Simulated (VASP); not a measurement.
# Li (I4/mmm) in VASP: further runs

Li is run at these levels: PBEsol; tasks: single point.

Everything below comes from runs of VASP 6.6.1. Logs are shortened: lines on timing, memory, paths and dates and some standing lists are left out, and cuts for length are marked.

## 1. The cell of the first run

Symmetry: I4/mmm, No. 139, tetragonal system. Conventional cell: a = 3.067 Å, b = 3.067 Å, c = 4.272 Å, α = 90.00°, β = 90.00°, γ = 90.00°. Li (site symmetry 4/mmm) has 12 Li at 3.04 to 3.07 Å within 4.0 Å.

## 2. Single point, PBEsol (strain -0.015 along x and y, -0.030 along z)

The input, INCAR:

```
PREC = Accurate
ENCUT = 520
EDIFF = 1E-6
ISMEAR = 0
SIGMA = 0.15
LREAL = False
LASPH = True
NELM = 60
ALGO = Fast
ISIF = 2
LWAVE = False
LCHARG = False
GGA = PS
NBANDS = 8
```

The input, KPOINTS:

```
Automatic mesh
0
Gamma
  18 18 18
```

The input, POSCAR:

```
Li
1.0
    0.0000000000      2.1689700000      2.1359400000
    2.1689700000      0.0000000000      2.1359400000
    2.1689700000      2.1689700000      0.0000000000
Li
1
Direct
    0.0000000000      0.0000000000      0.0000000000
```

Potentials or basis: VASP PAW PBE potentials, release 64 (Li_sv).

Command:

```sh
> cat potpaw_PBE.64/Li_sv/POTCAR > POTCAR
> mpirun -np 1 vasp_std > vasp.out
```

OUTCAR:

```text
PREC = Accurate
   ENCUT = 520
   EDIFF = 1E-6
   ISMEAR = 0
   LREAL = False
   LASPH = True
   NELM = 60
   ISIF = 2
   GGA = PS

 ion  position               nearest neighbor table
   1  0.000  0.000  0.000-

  LATTYP: Found a body centered tetragonal cell.
 ALAT       =     3.0673867904
 C/A-ratio  =     1.3926773152

  Lattice vectors:

 A1 = (   0.0000000000,  -2.1689700000,  -2.1359400000)
 A2 = (   0.0000000000,   2.1689700000,  -2.1359400000)
 A3 = (   2.1689700000,   0.0000000000,   2.1359400000)

Analysis of symmetry for initial positions (statically):
=====================================================================
 Subroutine PRICEL returns:
 Original cell was already a primitive cell.

 Routine SETGRP: Setting up the symmetry group for a
 body centered tetragonal supercell.

 Subroutine GETGRP returns: Found 16 space group operations
 (whereof 16 operations were pure point group operations)
 out of a pool of 16 trial point group operations.

The static configuration has the point symmetry D_4h.

Analysis of symmetry for dynamics (positions and initial velocities):
=====================================================================
 Subroutine PRICEL returns:
 Original cell was already a primitive cell.

 Routine SETGRP: Setting up the symmetry group for a
 body centered tetragonal supercell.

 Subroutine GETGRP returns: Found 16 space group operations
 (whereof 16 operations were pure point group operations)
 out of a pool of 16 trial point group operations.

The dynamic configuration has the point symmetry D_4h.

 Subroutine INISYM returns: Found 16 space group operations
 (whereof 16 operations are pure point group operations),
 and found     1 'primitive' translations

----------------------------------------------------------------------------------------

                                     Primitive cell

  volume of cell :      20.0968

  direct lattice vectors                    reciprocal lattice vectors
     0.000000000  2.168970000  2.135940000    -0.230524166  0.230524166  0.234088973
     2.168970000  0.000000000  2.135940000     0.230524166 -0.230524166  0.234088973
     2.168970000  2.168970000  0.000000000     0.230524166  0.230524166 -0.234088973

  length of vectors
     3.044120652  3.044120652  3.067386790     0.401348264  0.401348264  0.401348264

  position of ions in fractional coordinates (direct lattice)
     0.000000000  0.000000000  0.000000000

  ion indices of the primitive-cell ions
   primitive index   ion index
                 1           1

----------------------------------------------------------------------------------------

 KPOINTS: Automatic mesh

Automatic generation of k-mesh.
 Grid dimensions read from file:
 generate k-points for:   18   18   18

 Generating k-lattice:

  Cartesian coordinates                     Fractional coordinates (reciprocal lattice)
    -0.012806898  0.012806898  0.013004943     0.055555556  0.000000000  0.000000000
     0.012806898 -0.012806898  0.013004943     0.000000000  0.055555556  0.000000000
     0.012806898  0.012806898 -0.013004943    -0.000000000 -0.000000000  0.055555556

  Length of vectors
     0.022297126  0.022297126  0.022297126

  Shift w.r.t. Gamma in fractional coordinates (k-lattice)
     0.000000000  0.000000000  0.000000000

 Subroutine IBZKPT returns following result:
 ===========================================

 Found    480 irreducible k-points:

 Following reciprocal coordinates:
            Coordinates               Weight
  0.000000  0.000000  0.000000      1.000000
  0.055556 -0.000000  0.000000      8.000000
  0.111111 -0.000000  0.000000      8.000000
  0.166667 -0.000000  0.000000      8.000000
  0.222222 -0.000000  0.000000      8.000000
  0.277778  0.000000  0.000000      8.000000
[... 16 lines left out ...]
 -0.277778  0.055556  0.000000      8.000000
 -0.222222  0.055556  0.000000      8.000000
 [... further k-points ...]
   k-points           NKPTS =    480   k-points in BZ     NKDIM =    480   number of bands    NBANDS=      8
   number of dos      NEDOS =    301   number of ions     NIONS =      1
   total plane-waves  NPLWV =  13824
   dimension x,y,z NGX =    24 NGY =   24 NGZ =   24
   dimension x,y,z NGXF=    48 NGYF=   48 NGZF=   48
   ions per type =               1
   NGX,Y,Z   is equivalent  to a cutoff of  13.11, 13.11, 13.01 a.u.
   NGXF,Y,Z  is equivalent  to a cutoff of  26.21, 26.21, 26.01 a.u.
 SYSTEM =  unknown system
   PREC   = accura    normal or accurate (medium, high low for compatibility)
   ISTART =      0    job   : 0-new  1-cont  2-samecut
   ICHARG =      2    charge: 1-file 2-atom 10-const
   ISPIN  =      1    spin polarized calculation?
   LNONCOLLINEAR =      F non collinear calculations
   LSORBIT =      F    spin-orbit coupling
   LASPH  =      T    aspherical Exc in radial PAW
   ENCUT  =  520.0 eV  38.22 Ry    6.18 a.u.   5.66  5.66  5.70*2*pi/ulx,y,z
   NELM   =     60;   NELMIN=  2; NELMDL= -5     # of ELM steps
   EDIFF  = 0.1E-05   stopping-criterion for ELM
   LREAL  =      F    real-space projection
   EDIFFG = 0.1E-04   stopping-criterion for IOM
   NSW    =      0    number of steps for IOM
   IBRION =     -1    ionic relax: 0-MD 1-quasi-New 2-CG
   NFREE  =      0    steps in history (QN), initial steepest desc. (CG)
   ISIF   =      2    stress and relaxation
   ISYM   =      2    0-nonsym 1-usesym 2-fastsym
   POTIM  = 0.5000    time-step for ionic-motion
   TEBEG  =    0.0;   TEEND  =   0.0 temperature during run
   PSTRESS=    0.0 pullay stress
   NELECT =       3.0000    total number of electrons
   NUPDOWN=      -1.0000    fix difference up-down
   EMIN   =  10.00;   EMAX   =-10.00  energy-range for DOS
   EFERMI =   0.00;   METHOD = LEGACY
   ISMEAR =     0;   SIGMA  =   0.15  broadening in eV -4-tet -1-fermi 0-gaus
   EFERMI_NEDOS =   21; number of points for ismear=-14 and -15
   IALGO  =     68    algorithm
   IMIX   =      4    mixing-type and parameters
     AMIX     =   0.40;   BMIX     =  1.00
     AMIX_MAG =   1.60;   BMIX_MAG =  1.00
  volume/ion in A,a.u.               =      20.10       135.62
  Fermi-wavevector in a.u.,A,eV,Ry     =   0.868440  1.641114 10.261354  0.754188
  Thomas-Fermi vector in A             =   1.987119
   LORBIT       =      0    0 simple, 1 ext, 2 COOP (PROOUT), +10 PAW based schemes
   GGA     = PS    functional components
   LHFCALC =     F    Hartree Fock is set to
   AEXX    =    0.0000 exact exchange contribution
   IVDW    =     0    specifies the selected vdW correction
   LEPSILON=     F    determine dielectric tensor
   LRPA    =     F    only Hartree local field effects (RPA)
 non-spin polarized calculation
 RMM-DIIS sequential band-by-band and
 Gauss-broadening in eV      SIGMA  =   0.15
  energy-cutoff  :      520.00
  volume of cell :       20.10
 maximum number of plane-waves:       556
   NGX = 11   NGY = 11   NGZ = 11

 number of electron       2.9999995 magnetization

 Free energy of the ion-electron system (eV)
  ---------------------------------------------------
  ext. energy  EPLUGINS =         0.00000000
  ---------------------------------------------------
  free energy    TOTEN  =        -1.97107053 eV

  energy without entropy =       -1.96647572  energy(sigma->0) =       -1.96877312

 E-fermi :   0.6572     XC(G=0):  -7.0388

 val. band max:        0.6537606171   @ k =   0.5000   0.0000   0.0556
 cond. band min:       0.6593814645   @ k =   0.5000   0.0556   0.0000
 fundamental gap:      0.0056208474
 Fermi energy:         0.6571666220

 k-point     1 :       0.0000    0.0000    0.0000
  band No.  band energies     occupation
      1     -45.2517      2.00000
      2      -2.9155      2.00000
      3      15.0974      0.00000
      4      15.1180      0.00000
      5      15.1180      0.00000
      6      18.9538      0.00000
      7      18.9538      0.00000
      8      19.0066      0.00000

 k-point     2 :       0.0556   -0.0000    0.0000
  band No.  band energies     occupation
      1     -45.2511      2.00000
      2      -2.8602      2.00000
      3      14.4755      0.00000
      4      14.9766      0.00000
      5      14.9798      0.00000
      6      18.3515      0.00000
      7      19.1907      0.00000
      8      19.2167      0.00000

 k-point     3 :       0.1111   -0.0000    0.0000
  band No.  band energies     occupation
      1     -45.2494      2.00000
      2      -2.6942      2.00000
      3      12.9844      0.00000
      4      14.6449      0.00000
      5      14.6847      0.00000
      6      18.1810      0.00000
      7      19.7436      0.00000
      8      19.7742      0.00000

 k-point     4 :       0.1667   -0.0000    0.0000
  band No.  band energies     occupation
      1     -45.2469      2.00000
      2      -2.4181      2.00000
      3      11.2448      0.00000
      4      14.2662      0.00000
      5      14.3472      0.00000
      6      18.3544      0.00000
      7      20.0888      0.00000
      8      20.2369      0.00000

 k-point     5 :       0.2222   -0.0000    0.0000
  band No.  band energies     occupation
      1     -45.2436      2.00000
      2      -2.0323      2.00000
      3       9.5137      0.00000
      4      13.9230      0.00000
      5      14.0444      0.00000
      6      18.6149      0.00000
      7      19.6286      0.00000
      8      19.9143      0.00000
[... 177 lines left out ...]
 k-point    22 :      -0.3333    0.0556    0.0000
  band No.  band energies     occupation
      1     -45.2357      2.00000
      2      -0.6944      2.00000
      3       5.9670      0.00000
      4      12.8140      0.00000
      5      13.7354      0.00000
      6      17.1663      0.00000
      7      17.7466      0.00000
      8      20.1057      0.00000

 k-point    23 :      -0.2778    0.0556    0.0000
  band No.  band energies     occupation
      1     -45.2388      2.00000
      2      -1.3101      2.00000
      3       7.4071      0.00000
      4      12.8602      0.00000
      5      14.0769      0.00000
      6      17.7570      0.00000
      7      18.2367      0.00000
      8      19.8880      0.00000

 k-point    24 :      -0.2222    0.0556    0.0000
  band No.  band energies     occupation
      1     -45.2422      2.00000
      2      -1.8354      2.00000
      3       8.9955      0.00000
      4      13.0167      0.00000
      5      14.4311      0.00000
      6      18.3031      0.00000
      7      18.9084      0.00000
      8      19.5878      0.00000

 [... further k-points ...]

------------------------ aborting loop because EDIFF is reached ----------------------------------------

  FORCE on cell =-STRESS in cart. coord.  units (eV):
  Direction    XX          YY          ZZ          XY          YZ          ZX
  --------------------------------------------------------------------------------------
  -------------------------------------------------------------------------------------
  Total       -0.0057967     -0.0057967      0.0067201      0.0000000      0.0000000     -0.0000000
  in kB       -0.4621333     -0.4621333      0.5357461      0.0000000      0.0000000     -0.0000000
  external PRESSURE =      -0.1295068 kB  Pullay stress =       0.0000000 kB

 VOLUME and BASIS-vectors are now :
 -----------------------------------------------------------------------------
  energy-cutoff  :      520.00
  volume of cell :       20.10
      direct lattice vectors                 reciprocal lattice vectors
     0.000000000  2.168970000  2.135940000    -0.230524166  0.230524166  0.234088973
     2.168970000  0.000000000  2.135940000     0.230524166 -0.230524166  0.234088973
     2.168970000  2.168970000  0.000000000     0.230524166  0.230524166 -0.234088973

 POSITION                                       TOTAL-FORCE (eV/Angst)
 -----------------------------------------------------------------------------------
      0.00000      0.00000      0.00000         0.000000     -0.000000      0.000000
 -----------------------------------------------------------------------------------
    total drift:                                0.000000      0.000000      0.000000

  FREE ENERGIE OF THE ION-ELECTRON SYSTEM (eV)
  ---------------------------------------------------
  free  energy   TOTEN  =        -1.9710705309 eV

  energy  without entropy=       -1.9664757175  energy(sigma->0) =       -1.96877312
```

It took 25 s on 1 thread of Intel Xeon 6975P-C (Granite Rapids), shared host; peak memory 0.17 GiB.

Results:

```
Free energy            : -1.9711 eV
Band gap on the k mesh : zero (an odd number of electrons rules out a gap without spin polarisation)
```

Levels at points of the mesh, in eV from the Fermi level:
```csv
k point,band 1,band 2,band 3,band 4,band 5
"(0.00, 0.00, 0.00)",-45.91,-3.57,14.44,14.46,14.46
"(0.50, 0.00, 0.00)",-45.89,-0.03,2.96,12.59,12.84
"(0.50, 0.50, 0.00)",-45.88,1.66,4.87,8.34,8.34
"(0.50, 0.00, 0.50)",-45.88,1.46,4.67,8.52,8.60
```

Caveat: the cell differs from its parent crystal (strain -0.015 along x and y, -0.030 along z); the cutoff is under 1.25 times the usual one of these potentials, so pressure, stress and relaxed cells hold a basis-set (Pulay) error; the PAW data sets were made with another functional, which shifts forces and pressure a little.

## 3. Single point, PBEsol (strain -0.030 along x and y, +0.015 along z)

The input, INCAR:

```
ALGO     = Normal         # electronic algorithm
EDIFF    = 1E-7           # SCF threshold, eV
ENCUT    = 520            # plane-wave cutoff, eV
GGA      = PS             # functional
ISIF     = 2              # what is computed and relaxed
ISMEAR   = 0              # smearing method
LASPH    = T              # aspherical terms in the spheres
LCHARG   = F              # write CHGCAR
LREAL    = F              # projectors in reciprocal space
LWAVE    = F              # write WAVECAR
NBANDS   = 8              # bands
NELM     = 100            # most SCF steps
PREC     = Accurate       # precision mode
SIGMA    = 0.15           # smearing width, eV
```

The input, KPOINTS:

```
k-points
0
Gamma
  18 18 18
```

The input, POSCAR:

```
Li
1.0
    0.0000000000      2.1359400000      2.2350300000
    2.1359400000      0.0000000000      2.2350300000
    2.1359400000      2.1359400000      0.0000000000
Li
1
Direct
    0.0000000000      0.0000000000      0.0000000000
```

Potentials or basis: VASP PAW PBE potentials, release 64 (Li_sv).

Command:

```sh
> cat potpaw_PBE.64/Li_sv/POTCAR > POTCAR
> mpirun -np 1 vasp_std > vasp.out
```

Run time: 19 s. Hardware: 1 thread of Intel Xeon 6975P-C (Granite Rapids), shared host; peak memory 0.17 GiB.

Results (log left out):

```yaml
Free_energy: -1.9706 eV
Band_gap_on_the_k_mesh: zero (an odd number of electrons rules out a gap without spin polarisation)
```

Levels at points of the mesh, in eV from the Fermi level:
| k point | band 1 | band 2 | band 3 | band 4 | band 5 | band 6 | band 7 |
| --- | --- | --- | --- | --- | --- | --- | --- |
| (0.00, 0.00, 0.00) | -45.93 | -3.55 | 14.30 | 14.30 | 14.33 | 18.06 | 18.22 |
| (0.50, 0.00, 0.00) | -45.91 | -0.01 | 2.92 | 12.15 | 12.98 | 15.99 | 16.98 |
| (0.50, 0.50, 0.00) | -45.90 | 1.15 | 4.29 | 8.84 | 8.84 | 11.01 | 15.70 |
| (0.50, 0.00, 0.50) | -45.90 | 1.72 | 4.89 | 8.10 | 8.32 | 10.38 | 15.17 |

Caveat: the cell differs from its parent crystal (strain -0.030 along x and y, +0.015 along z); the cutoff is under 1.25 times the usual one of these potentials, so pressure, stress and relaxed cells hold a basis-set (Pulay) error; the PAW data sets were made with another functional, which shifts forces and pressure a little.

(Continued in part 2 of 2.)
